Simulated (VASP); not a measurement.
Wanted: the native input for a VASP 6.6.1 run.

| Item | Value |
| --- | --- |
| Task | single point |
| Functional | PBE |
| Potentials or basis | VASP PAW PBE potentials, release 64 (Rb_sv) |
| Cutoff | 520 eV |
| k mesh | 12 × 12 × 12 |
| Occupations | gaussian, width 0.15 eV |
| Spin | no spin polarisation |
| Dipole correction | no |
| Further INCAR settings | ALGO = Fast; EDIFF = 1e-06; NBANDS = 10 |

The structure of Rb lies in POSCAR:

```
Rb
1.0
   -2.7639100000      2.7639100000      2.8060000000
    2.7639100000     -2.7639100000      2.8060000000
    2.7639100000      2.7639100000     -2.8060000000
Rb
1
Direct
    0.0000000000      0.0000000000      0.0000000000
```

This cell differs from its parent crystal: strain -0.015 along x and y, +0.000 along z.

These files were run (other wordings do the same):

INCAR

```
SYSTEM = Rb
ALGO     = Fast           ! electronic algorithm
EDIFF    = 1E-6           ! SCF threshold, eV
ENCUT    = 520            ! plane-wave cutoff, eV
GGA      = PE             ! functional
ISIF     = 2              ! what is computed and relaxed
ISMEAR   = 0              ! smearing method
LASPH    = .True.         ! aspherical terms in the spheres
LCHARG   = .False.        ! write CHGCAR
LREAL    = .False.        ! projectors in reciprocal space
LWAVE    = .False.        ! write WAVECAR
NBANDS   = 10             ! bands
NELM     = 60             ! most SCF steps
PREC     = Accurate       ! precision mode
SIGMA    = 0.15           ! smearing width, eV
```

KPOINTS

```
k-points
0
Gamma
  12 12 12
  0 0 0
```

Potentials or basis: VASP PAW PBE potentials, release 64 (Rb_sv).

Run with:

```sh
$ cat potpaw_PBE.64/Rb_sv/POTCAR > POTCAR
$ mpirun -np 1 vasp_std > vasp.out
```

Results of the run:

```
Pressure : 0.2 GPa
```

Caveat: the cell differs from its parent crystal (strain -0.015 along x and y, +0.000 along z).

Wall time 45 s on 1 thread of Intel(R) Xeon(R) 6975P-C (Granite Rapids), with other jobs on the host, peak memory 0.28 GiB.
